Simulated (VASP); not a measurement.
Set up this calculation in VASP 6.6.1, as the native input.

| Quantity | Value |
| --- | --- |
| Task | single point |
| Functional | PBEsol |
| Dispersion | D4 |
| Potentials or basis | VASP PAW PBE potentials, release 64 (Ti_sv) |
| Cutoff | 500 eV |
| k mesh | 4 × 4 × 5 |
| Occupations | gaussian, width 0.1 eV |
| Spin | no spin polarisation |
| Dipole correction | no |
| Further INCAR settings | ALGO = Normal; EDIFF = 1e-06; NBANDS = 25 |

The structure of Ti lies in POSCAR:

```
Ti
1.0
    4.6000000000      0.0000000000      0.0000000000
   -2.3000000000      3.9837200000      0.0000000000
    0.0000000000      0.0000000000      2.8200000000
Ti
3
Direct
    0.0000000000      0.0000000000      0.0000000000
    0.3333333333      0.6666666667      0.5000000000
    0.6666666667      0.3333333333      0.5000000000
```

This isn't the form of Ti at room conditions, which is hcp.

These files were run (other wordings do the same):

INCAR

```
ALGO = Normal
EDIFF = 1E-6
ENCUT = 500
GGA = PS
GGA_COMPAT = False
ISIF = 2
ISMEAR = 0
IVDW = 13
LASPH = True
LCHARG = False
LREAL = False
LWAVE = False
NBANDS = 25
NELM = 120
PREC = Accurate
SIGMA = 0.1
```

KPOINTS

```
k-points
0
Gamma
  4 4 5
```

Potentials or basis: VASP PAW PBE potentials, release 64 (Ti_sv).

Command:

```sh
$ cat potpaw_PBE.64/Ti_sv/POTCAR > POTCAR
$ mpirun -np 1 vasp_std > vasp.out
```

It gave:

* Pressure: -6.4 GPa
* Band gap on the k mesh: zero (bands 18 and 19 overlap by 0.24 eV)
* Dispersion energy per atom: -0.118 eV

Caveat: the k points lie up to 0.45 Å⁻¹ apart; the PAW data sets were made with another functional, which shifts forces and pressure a little.

Wall time 34 s on 1 thread of Intel Xeon 8259CL, with other jobs on the host, peak memory 0.17 GiB.
